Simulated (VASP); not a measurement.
Input of a VASP 6.6.1 run:

File INCAR:

```
SYSTEM = GaAs
PREC = Accurate
ENCUT = 600
EDIFF = 1E-6
ISMEAR = 0
SIGMA = 0.1
LREAL = .False.
LASPH = .True.
NELM = 80
ALGO = Normal
ISIF = 3
LWAVE = .False.
LCHARG = .False.
GGA = PE
IBRION = 2
NSW = 90
EDIFFG = -0.04
```

Contents of KPOINTS:

```
Automatic mesh
0
Gamma
  2 4 4
  0 0 0
```

The input POSCAR:

```
GaAs
1.0
    7.6952952100      0.0000000000      0.0000000000
    0.0000000000      4.3816005500      0.0000000000
    0.0000000000      0.0000000000      4.1487817700
Ga As
4 4
Direct
    0.7500000000      0.0000000000      0.3554073800
    0.0000000000      0.5000000000      0.0000000000
    0.2500000000      0.0000000000      0.6445926200
    0.5000000000      0.5000000000      0.0000000000
    0.7500000000      0.5000000000      0.6445926200
    0.0000000000      0.0000000000      0.0000000000
    0.2500000000      0.5000000000      0.3554073800
    0.5000000000      0.0000000000      0.0000000000
```

Potentials or basis: VASP PAW PBE potentials, release 64 (Ga_d, As).

Launch:

```sh
$ cat potpaw_PBE.64/Ga_d/POTCAR potpaw_PBE.64/As/POTCAR > POTCAR
$ mpirun -np 1 vasp_std > vasp.out
```

(1) Estimate the band gap on the k mesh.

(2) Estimate the space group after relaxing (to 0.05 Å).

(3) Estimate the relaxed volume.

(4) What does it give for the relaxed cell?

Results:

(1) zero (band 36 reaches 8.01 eV, above the bottom of band 37 at 4.47 eV).

(2) Immm (No. 71).

(3) 19.28 Å³/atom.

(4) a = 9.022 Å, b = 5.399 Å, c = 3.166 Å, α = 90.00°, β = 90.00°, γ = 90.00°.

Caveat: the k points lie up to 0.50 Å⁻¹ apart in the final cell.
